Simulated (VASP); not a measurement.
# Ag (P6_3/mmc) in VASP: notebook

Ag is run at these levels: r2SCAN; tasks: single point.

Everything below comes from runs of VASP 6.6.1. Logs are shortened: lines on timing, memory, paths and dates and some standing lists are left out, and cuts for length are marked.

## 1. The cell of the first run

It takes space group P6_3/mmc (No. 194, hexagonal). The conventional cell has a = 2.962 Å, b = 2.962 Å, c = 9.653 Å, α = 90.00°, β = 90.00°, γ = 120.00°. Ag (site symmetry -6m2) has 12 Ag at 2.96 Å within 3.9 Å. Ag (site symmetry -3m) has 12 Ag at 2.96 Å within 3.9 Å.

This isn't the form of Ag at room conditions, which is fcc.

## 2. Single point, r2SCAN (18.34 Å³/atom)

POSCAR

```
Ag
1.0
    2.9621883290      0.0000000000      0.0000000000
   -1.4810941645      2.5653303437      0.0000000000
    0.0000000000      0.0000000000      9.6526691515
Ag
4
Direct
    0.3333333333      0.6666666667      0.2500000000
    0.6666666667      0.3333333333      0.7500000000
    0.0000000000      0.0000000000      0.0000000000
    0.0000000000      0.0000000000      0.5000000000
```

INCAR.step1

```
ALGO = Normal
EDIFF = 1E-4
ENCUT = 520
GGA = PE
ISMEAR = 0
LASPH = T
LCHARG = F
LREAL = F
LWAVE = T
NBANDS = 30
NELM = 60
PREC = Accurate
SIGMA = 0.1
```

INCAR.step2

```
ALGO = Normal
EDIFF = 1E-6
ENCUT = 520
ISIF = 2
ISMEAR = 0
ISTART = 1
LASPH = T
LCHARG = F
LMIXTAU = T
LREAL = F
LWAVE = F
METAGGA = R2SCAN
NBANDS = 30
NELM = 60
PREC = Accurate
SIGMA = 0.1
```

KPOINTS

```
k-points
0
Gamma
  18 18 4
```

Potentials or basis: VASP PAW PBE potentials, release 64 (Ag).

Started as:

```console
cat potpaw_PBE.64/Ag/POTCAR > POTCAR
cp INCAR.step1 INCAR
mpirun -np 1 vasp_std > vasp.out
cp INCAR.step2 INCAR
mpirun -np 1 vasp_std > vasp.out
```

OUTCAR:

```text
EDIFF = 1E-6
   ENCUT = 520
   ISIF = 2
   ISMEAR = 0
   ISTART = 1
   LASPH = T
   LREAL = F
   METAGGA = R2SCAN
   NELM = 60
   PREC = Accurate

 ion  position               nearest neighbor table
   1  0.333  0.667  0.250-   3 2.96   4 2.96   3 2.96   4 2.96   3 2.96   4 2.96
   2  0.667  0.333  0.750-   3 2.96   4 2.96   3 2.96   4 2.96   3 2.96   4 2.96
   3  0.000  0.000  0.000-   1 2.96   2 2.96   1 2.96   2 2.96   2 2.96   1 2.96
   4  0.000  0.000  0.500-   1 2.96   2 2.96   1 2.96   2 2.96   2 2.96   1 2.96

  LATTYP: Found a hexagonal cell.
 ALAT       =     2.9621883290
 C/A-ratio  =     3.2586277709

  Lattice vectors:

 A1 = (   2.9621883290,   0.0000000000,   0.0000000000)
 A2 = (  -1.4810941645,   2.5653303437,   0.0000000000)
 A3 = (   0.0000000000,   0.0000000000,   9.6526691515)

Analysis of symmetry for initial positions (statically):
=====================================================================
 Subroutine PRICEL returns:
 Original cell was already a primitive cell.

 Routine SETGRP: Setting up the symmetry group for a
 hexagonal supercell.

 Subroutine GETGRP returns: Found 24 space group operations
 (whereof 12 operations were pure point group operations)
 out of a pool of 24 trial point group operations.

The static configuration has the point symmetry D_3d.
 The point group associated with its full space group is D_6h.

Analysis of symmetry for dynamics (positions and initial velocities):
=====================================================================
 Subroutine PRICEL returns:
 Original cell was already a primitive cell.

 Routine SETGRP: Setting up the symmetry group for a
 hexagonal supercell.

 Subroutine GETGRP returns: Found 24 space group operations
 (whereof 12 operations were pure point group operations)
 out of a pool of 24 trial point group operations.

The dynamic configuration has the point symmetry D_3d.
 The point group associated with its full space group is D_6h.

 Subroutine INISYM returns: Found 24 space group operations
 (whereof 12 operations are pure point group operations),
 and found     1 'primitive' translations

----------------------------------------------------------------------------------------

                                     Primitive cell

  volume of cell :      73.3506

  direct lattice vectors                    reciprocal lattice vectors
     2.962188329  0.000000000  0.000000000     0.337588259  0.194906672  0.000000000
    -1.481094164  2.565330344  0.000000000     0.000000000  0.389813344  0.000000000
     0.000000000  0.000000000  9.652669151     0.000000000  0.000000000  0.103598288

  length of vectors
     2.962188329  2.962188329  9.652669151     0.389813344  0.389813344  0.103598288

  position of ions in fractional coordinates (direct lattice)
     0.333333333  0.666666667  0.250000000
     0.666666667  0.333333333  0.750000000
     0.000000000  0.000000000  0.000000000
     0.000000000  0.000000000  0.500000000

  ion indices of the primitive-cell ions
   primitive index   ion index
                 1           1
                 2           2
                 3           3
                 4           4

----------------------------------------------------------------------------------------

 KPOINTS: k-points

Automatic generation of k-mesh.
 Grid dimensions read from file:
 generate k-points for:   18   18    4

 Generating k-lattice:

  Cartesian coordinates                     Fractional coordinates (reciprocal lattice)
     0.018754903  0.010828148  0.000000000     0.055555556  0.000000000  0.000000000
     0.000000000  0.021656297  0.000000000     0.000000000  0.055555556  0.000000000
     0.000000000  0.000000000  0.025899572     0.000000000  0.000000000  0.250000000

  Length of vectors
     0.021656297  0.021656297  0.025899572

  Shift w.r.t. Gamma in fractional coordinates (k-lattice)
     0.000000000  0.000000000  0.000000000

 Subroutine IBZKPT returns following result:
 ===========================================

 Found    111 irreducible k-points:

 Following reciprocal coordinates:
            Coordinates               Weight
  0.000000  0.000000  0.000000      1.000000
  0.055556 -0.000000  0.000000      6.000000
  0.111111 -0.000000  0.000000      6.000000
  0.166667  0.000000  0.000000      6.000000
  0.222222  0.000000  0.000000      6.000000
  0.277778  0.000000  0.000000      6.000000
[... 16 lines left out ...]
  0.333333  0.111111  0.000000     12.000000
  0.388889  0.111111  0.000000     12.000000
 [... further k-points ...]
   k-points           NKPTS =    111   k-points in BZ     NKDIM =    111   number of bands    NBANDS=     30
   number of dos      NEDOS =    301   number of ions     NIONS =      4
   total plane-waves  NPLWV =  41472
   dimension x,y,z NGX =    24 NGY =   24 NGZ =   72
   dimension x,y,z NGXF=    48 NGYF=   48 NGZF=  144
   ions per type =               4
   NGX,Y,Z   is equivalent  to a cutoff of  13.47, 13.47, 12.40 a.u.
   NGXF,Y,Z  is equivalent  to a cutoff of  26.94, 26.94, 24.80 a.u.
 SYSTEM =  unknown system
   PREC   = accura    normal or accurate (medium, high low for compatibility)
   ISTART =      1    job   : 0-new  1-cont  2-samecut
   ICHARG =      0    charge: 1-file 2-atom 10-const
   ISPIN  =      1    spin polarized calculation?
   LNONCOLLINEAR =      F non collinear calculations
   LSORBIT =      F    spin-orbit coupling
   LASPH  =      T    aspherical Exc in radial PAW
   ENCUT  =  520.0 eV  38.22 Ry    6.18 a.u.   5.51  5.51 17.95*2*pi/ulx,y,z
   NELM   =     60;   NELMIN=  2; NELMDL=  0     # of ELM steps
   EDIFF  = 0.1E-05   stopping-criterion for ELM
   LREAL  =      F    real-space projection
   EDIFFG = 0.1E-04   stopping-criterion for IOM
   NSW    =      0    number of steps for IOM
   IBRION =     -1    ionic relax: 0-MD 1-quasi-New 2-CG
   NFREE  =      0    steps in history (QN), initial steepest desc. (CG)
   ISIF   =      2    stress and relaxation
   ISYM   =      2    0-nonsym 1-usesym 2-fastsym
   POTIM  = 0.5000    time-step for ionic-motion
   TEBEG  =    0.0;   TEEND  =   0.0 temperature during run
   PSTRESS=    0.0 pullay stress
   NELECT =      44.0000    total number of electrons
   NUPDOWN=      -1.0000    fix difference up-down
   EMIN   =  10.00;   EMAX   =-10.00  energy-range for DOS
   EFERMI =   0.00;   METHOD = LEGACY
   ISMEAR =     0;   SIGMA  =   0.10  broadening in eV -4-tet -1-fermi 0-gaus
   EFERMI_NEDOS =   21; number of points for ismear=-14 and -15
   IALGO  =     38    algorithm
   IMIX   =      4    mixing-type and parameters
     AMIX     =   0.40;   BMIX     =  1.00
     AMIX_MAG =   1.60;   BMIX_MAG =  1.00
  volume/ion in A,a.u.               =      18.34       123.75
  Fermi-wavevector in a.u.,A,eV,Ry     =   1.380674  2.609096 25.936265  1.906262
  Thomas-Fermi vector in A             =   2.505530
   LORBIT       =      0    0 simple, 1 ext, 2 COOP (PROOUT), +10 PAW based schemes
   METAGGA = R2SCAN    functional components
   LHFCALC =     F    Hartree Fock is set to
   AEXX    =    0.0000 exact exchange contribution
   IVDW    =     0    specifies the selected vdW correction
   LEPSILON=     F    determine dielectric tensor
   LRPA    =     F    only Hartree local field effects (RPA)
 non-spin polarized calculation
 Gauss-broadening in eV      SIGMA  =   0.10
  energy-cutoff  :      520.00
  volume of cell :       73.35
 maximum number of plane-waves:      2022
 NGX is ok and might be reduce to    24
   NGX = 11   NGY = 11   NGZ = 35

 number of electron      43.9999990 magnetization

 Free energy of the ion-electron system (eV)
  ---------------------------------------------------
  ext. energy  EPLUGINS =         0.00000000
  ---------------------------------------------------
  free energy    TOTEN  =       -85.35640966 eV

  energy without entropy =      -85.35090872  energy(sigma->0) =      -85.35365919

 E-fermi :   7.5126     XC(G=0): -12.4679

 val. band max:        7.4648373338   @ k =   0.5000   0.0000   0.0000
 cond. band min:       7.5309557785   @ k =   0.2222   0.1667   0.2500
 fundamental gap:      0.0661184447
 Fermi energy:         7.5125934686

 k-point     1 :       0.0000    0.0000    0.0000
  band No.  band energies     occupation
      1       0.0485      2.00000
      2       1.1847      2.00000
      3       1.3032      2.00000
      4       1.3049      2.00000
      5       2.5656      2.00000
      6       2.5656      2.00000
[... 22 lines left out ...]
     29      23.5827      0.00000
     30      24.3961      0.00000

 k-point     2 :       0.0556   -0.0000    0.0000
  band No.  band energies     occupation
      1       0.1320      2.00000
      2       1.2322      2.00000
      3       1.3739      2.00000
      4       1.3740      2.00000
      5       2.5291      2.00000
      6       2.5466      2.00000
[... 22 lines left out ...]
     29      23.5029      0.00000
     30      23.9096      0.00000

 k-point     3 :       0.1111   -0.0000    0.0000
  band No.  band energies     occupation
      1       0.3751      2.00000
      2       1.3612      2.00000
      3       1.5635      2.00000
      4       1.5687      2.00000
      5       2.3939      2.00000
      6       2.4828      2.00000
[... 22 lines left out ...]
     29      22.8734      0.00000
     30      22.9394      0.00000

 k-point     4 :       0.1667    0.0000    0.0000
  band No.  band energies     occupation
      1       0.7471      2.00000
      2       1.5173      2.00000
      3       1.8019      2.00000
      4       1.8049      2.00000
      5       2.1912      2.00000
      6       2.3274      2.00000
[... 616 lines left out ...]
     29      17.4353      0.00000
     30      19.5386      0.00000

 k-point    23 :       0.3333    0.1111    0.0000
  band No.  band energies     occupation
      1       1.3929      2.00000
      2       1.3936      2.00000
      3       1.4705      2.00000
      4       1.8860      2.00000
      5       1.9003      2.00000
      6       2.1399      2.00000
[... 22 lines left out ...]
     29      16.8675      0.00000
     30      18.7958      0.00000

 k-point    24 :       0.3889    0.1111    0.0000
  band No.  band energies     occupation
      1       1.2943      2.00000
      2       1.3288      2.00000
      3       1.3962      2.00000
      4       1.8098      2.00000
      5       1.8490      2.00000
      6       2.0962      2.00000
[... 22 lines left out ...]
     29      16.4609      0.00000
     30      17.3206      0.00000

 [... further k-points ...]

------------------------ aborting loop because EDIFF is reached ----------------------------------------

  FORCE on cell =-STRESS in cart. coord.  units (eV):
  Direction    XX          YY          ZZ          XY          YZ          ZX
  --------------------------------------------------------------------------------------
  -------------------------------------------------------------------------------------
  Total       -2.2987593     -2.2987593     -2.2741659      0.0000000      0.0000000      0.0000000
  in kB      -50.2112105    -50.2112105    -49.6740234      0.0000000      0.0000000      0.0000000
  external PRESSURE =     -50.0321481 kB  Pullay stress =       0.0000000 kB

 VOLUME and BASIS-vectors are now :
 -----------------------------------------------------------------------------
  energy-cutoff  :      520.00
  volume of cell :       73.35
      direct lattice vectors                 reciprocal lattice vectors
     2.962188329  0.000000000  0.000000000     0.337588259  0.194906672  0.000000000
    -1.481094164  2.565330344  0.000000000     0.000000000  0.389813344  0.000000000
     0.000000000  0.000000000  9.652669151     0.000000000  0.000000000  0.103598288

 POSITION                                       TOTAL-FORCE (eV/Angst)
 -----------------------------------------------------------------------------------
     -0.00000      1.71022      2.41317         0.000000      0.000000     -0.000000
      1.48109      0.85511      7.23950         0.000000     -0.000000      0.000000
      0.00000      0.00000      0.00000        -0.000000      0.000000     -0.000000
      0.00000      0.00000      4.82633        -0.000000      0.000000     -0.000000
 -----------------------------------------------------------------------------------
    total drift:                               -0.000000      0.000000      0.000000

  FREE ENERGIE OF THE ION-ELECTRON SYSTEM (eV)
  ---------------------------------------------------
  free  energy   TOTEN  =       -85.3564096646 eV

  energy  without entropy=      -85.3509087197  energy(sigma->0) =      -85.35365919
```

Run time: 5.9 min. Hardware: 1 thread of Intel Xeon 6975P-C (Granite Rapids), shared host; peak memory 0.32 GiB.

Results:

| Property | Result |
| --- | --- |
| Free energy | -85.3564 eV |
| Pressure | -5.0 GPa |
| Band gap on the k mesh | zero (bands 22 and 23 overlap by 6.71 eV) |

Levels at points of the mesh, in eV from the Fermi level:
| k point | band 20 | band 21 | band 22 | band 23 | band 24 | band 25 |
| --- | --- | --- | --- | --- | --- | --- |
| (0.00, 0.00, 0.00) | -3.70 | -3.70 | -3.34 | -3.34 | -0.16 | 3.29 |
| (0.50, 0.00, 0.00) | -3.14 | -0.05 | 0.89 | 0.92 | 1.49 | 4.01 |
| (0.00, 0.00, 0.50) | -3.49 | -3.49 | -3.49 | -2.35 | -2.35 | 6.28 |
| (0.50, 0.00, 0.50) | -3.18 | 0.29 | 0.29 | 1.34 | 1.34 | 4.55 |

Caveat: the cell stands under tension; the PAW data sets were made with another functional, which shifts forces and pressure a little.

## 3. Single point, r2SCAN (19.03 Å³/atom)

This run uses another cell than the first one, of 19.03 Å³/atom.

POSCAR

```
Ag
1.0
    2.9989894625      0.0000000000      0.0000000000
   -1.4994947312      2.5972010602      0.0000000000
    0.0000000000      0.0000000000      9.7725903470
Ag
4
Direct
    0.3333333333      0.6666666667      0.2500000000
    0.6666666667      0.3333333333      0.7500000000
    0.0000000000      0.0000000000      0.0000000000
    0.0000000000      0.0000000000      0.5000000000
```

INCAR.step1

```
SYSTEM = Ag
  PREC = Accurate
  ENCUT = 520
  ISMEAR = 0
  SIGMA = 0.1
  LREAL = .False.
  LASPH = .True.
  NELM = 60
  NBANDS = 30
  GGA = PE
  ALGO = Normal
  EDIFF = 1E-4
  LWAVE = .True.
  LCHARG = .False.
```

INCAR.step2

```
SYSTEM = Ag
  PREC = Accurate
  ENCUT = 520
  EDIFF = 1E-7
  ISMEAR = 0
  SIGMA = 0.1
  LREAL = .False.
  LASPH = .True.
  NELM = 60
  ALGO = Normal
  ISIF = 2
  LWAVE = .False.
  LCHARG = .False.
  METAGGA = R2SCAN
  LMIXTAU = .True.
  NBANDS = 30
  ISTART = 1
```

KPOINTS

```
regular mesh
0
Gamma
  18 18 4
  0 0 0
```

Potentials or basis: VASP PAW PBE potentials, release 64 (Ag).

Started as:

```console
cat potpaw_PBE.64/Ag/POTCAR > POTCAR
cp INCAR.step1 INCAR
mpirun -np 1 vasp_std > vasp.out
cp INCAR.step2 INCAR
mpirun -np 1 vasp_std > vasp.out
```

Wall time 7.4 min (1 thread of Intel Xeon 6975P-C (Granite Rapids), shared host); peak memory 0.33 GiB.

It converged, with:

```
Free energy            : -85.2494 eV
Pressure               : -7.4 GPa
Band gap on the k mesh : zero (bands 22 and 23 overlap by 6.58 eV)
```

Stress tensor (GPa, compression positive):
```
-7.46  0.00  0.00
 0.00 -7.46  0.00
 0.00  0.00 -7.33
```

Levels at points of the mesh, in eV from the Fermi level:
```tsv
k point	band 19	band 20	band 21	band 22	band 23	band 24	band 25	band 26
(0.00, 0.00, 0.00)	-3.85	-3.66	-3.66	-3.33	-3.33	-0.07	3.09	10.70
(0.50, 0.00, 0.00)	-3.17	-3.14	0.02	0.87	0.95	1.46	3.81	3.90
(0.00, 0.00, 0.50)	-3.47	-3.47	-3.47	-3.47	-2.25	-2.25	6.07	6.07
(0.50, 0.00, 0.50)	-3.18	-3.18	0.33	0.33	1.31	1.31	4.39	4.39
```

Caveat: the cell stands under tension; the PAW data sets were made with another functional, which shifts forces and pressure a little.

The gap in the log of VASP goes by the Fermi energy; the results here count the filled bands.